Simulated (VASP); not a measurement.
Runs of VASP 6.6.1 on C. The structure is that of space group Fmmm (No. 69), or close to it. The cells are those of the table. 

| cell | pressure (GPa) |
| --- | --- |
| a = 4.329, b = 3.965, c = 2.458 Å, angles 81.1, 64.8, 34.1°, 2 atoms | -0.1 |
| a = 4.148, b = 3.767, c = 2.456 Å, angles 80.6, 63.6, 35.7°, 2 atoms | (a) |
| a = 3.974, b = 3.576, c = 2.452 Å, angles 80.1, 62.4, 37.4°, 2 atoms | 2.6 |
| a = 4.060, b = 3.671, c = 2.454 Å, angles 80.4, 63.0, 36.6°, 2 atoms | 1.4 |
| a = 4.238, b = 3.866, c = 2.457 Å, angles 80.9, 64.2, 34.9°, 2 atoms | (b) |

Alike in all rows: task single point; level r2SCAN; potentials or basis VASP PAW PBE potentials, release 64 (C); no spin polarisation; k mesh 14 × 14 × 14; cutoff (eV) 520; smearing gaussian 0.02 eV.

Fill in the values left out.

(a) 0.6; (b) 0.2.

Caveats: the PAW data sets were made with another functional, which shifts forces and pressure a little.
